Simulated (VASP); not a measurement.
The system is SnO.

```
CELL_PARAMETERS angstrom
3.58557 0.00000 0.00000
0.00000 3.58557 0.00000
0.00000 0.00000 4.49842
ATOMIC_POSITIONS crystal
Sn 0.50000 0.00000 0.26550
Sn 0.00000 0.50000 0.73450
O 0.00000 0.00000 0.00000
O 0.50000 0.50000 0.00000
```

This cell differs from its parent crystal: strain -5.5%.

Base run:

```yaml
Program: VASP 6.6.1
Functional: r2SCAN
Potentials_or_basis: VASP PAW PBE potentials, release 64 (Sn_d, O)
Cutoff: 660 eV
k_mesh: 6 × 6 × 6
Occupations: fermi-dirac, width 0.02 eV
Spin: no spin polarisation
```

Its results: band gap on the k mesh zero (bands 20 and 21 overlap by 1.82 eV); pressure 15.9 GPa; largest force 0.141 eV/Å.

**Question.** The run is repeated on the same cell with these changes: functional from r2SCAN to HSE06; cutoff from 660 eV to 520 eV; k mesh from 6 × 6 × 6 to 4 × 4 × 4. What comes out?

**Answer.** Band gap on the k mesh zero (bands 20 and 21 overlap by 1.88 eV); pressure 14.2 GPa; largest force 0.038 eV/Å.

Several settings changed at once.

Caveats: some runs use coarse meshes; the PAW data sets were made with another functional, which shifts forces and pressure a little; spin-orbit coupling is left out, which moves the levels of the heavy elements; the cell stands under pressure (at least some runs).
